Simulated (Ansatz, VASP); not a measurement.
## One calculation of Mn, two programs

File INCAR:

```
SYSTEM = Mn
ALGO     = Normal         ! electronic algorithm
EDIFF    = 1E-7           ! SCF threshold, eV
EDIFFG   = -0.01          ! ionic threshold
ENCUT    = 600            ! plane-wave cutoff, eV
GGA      = PE             ! functional
IBRION   = 2              ! ionic algorithm
ISIF     = 3              ! what is computed and relaxed
ISMEAR   = -1             ! smearing method
LASPH    = .TRUE.         ! aspherical terms in the spheres
LCHARG   = .FALSE.        ! write CHGCAR
LREAL    = .FALSE.        ! projectors in reciprocal space
LWAVE    = .FALSE.        ! write WAVECAR
NELM     = 60             ! most SCF steps
NSW      = 80             ! ionic steps
PREC     = Accurate       ! precision mode
SIGMA    = 0.1            ! smearing width, eV
```

File KPOINTS:

```
k-points
0
G
  9 9 13
  0 0 0
```

Contents of POSCAR:

```
Mn
1.0
    4.0493320461      0.0000000000      0.0000000000
   -2.0246660230      3.5068244202      0.0000000000
    0.0000000000      0.0000000000      2.4822405442
Mn
3
Direct
    0.0000000000      0.0000000000      0.0000000000
    0.3333333333      0.6666666667      0.5000000000
    0.6666666667      0.3333333333      0.5000000000
```

Input for Ansatz:

```yaml
crystal:
  lattice:
    - [4.0493320461, 0.0, 0.0]
    - [-2.024666023, 3.5068244202, 0.0]
    - [0.0, 0.0, 2.4822405442]
  atoms:
    - { symbol: Mn, position: [0.0, 0.0, 0.0] }
    - { symbol: Mn, position: [0.3333333333, 0.6666666667, 0.5] }
    - { symbol: Mn, position: [0.6666666667, 0.3333333333, 0.5] }
hamiltonian:
  xc: pbe
  pseudopotentials:
    kind: paw
    azcp:
      Mn: "pseudopotentials/Mn.paw.azcp"
basis:
  ecutwfc: 420
  fft_grid_basis: typed
kpoints:
  mp_grid: { grid: [9, 9, 13], shift: [0, 0, 0] }
magnetization:
  spin_polarized: false
scf:
  occupations: { method: fermi_dirac, width: 0.1 }
relax:
  max_steps: 60
  f_tol: 0.01
  cell: {}
```

Alike in both runs: task relaxation of cell and atoms; functional PBE; k mesh 9 × 9 × 13; occupations fermi-dirac, width 0.1 eV; no spin polarisation.

```csv
,VASP,Ansatz
version,VASP 6.6.1,Ansatz 0.2.0
potentials or method,"VASP PAW PBE potentials, release 64 (Mn_pv), cutoff 600 eV","plane waves (420 eV) with PAW, scalar-relativistic"
valence electrons in the cell,39,45
```

|  | VASP | Ansatz | Ansatz less VASP |
| --- | --- | --- | --- |
| relaxed volume (Å³/atom) | 10.79 | 10.79 | +0.003 |
| relaxed length of the cell vector where the two differ most in proportion (Å) | 2.449 | 2.450 | +0.0009 |

VASP's potentials hold 39 valence electrons a cell and Ansatz's 45, so a difference there can come from the potentials and not from the codes.
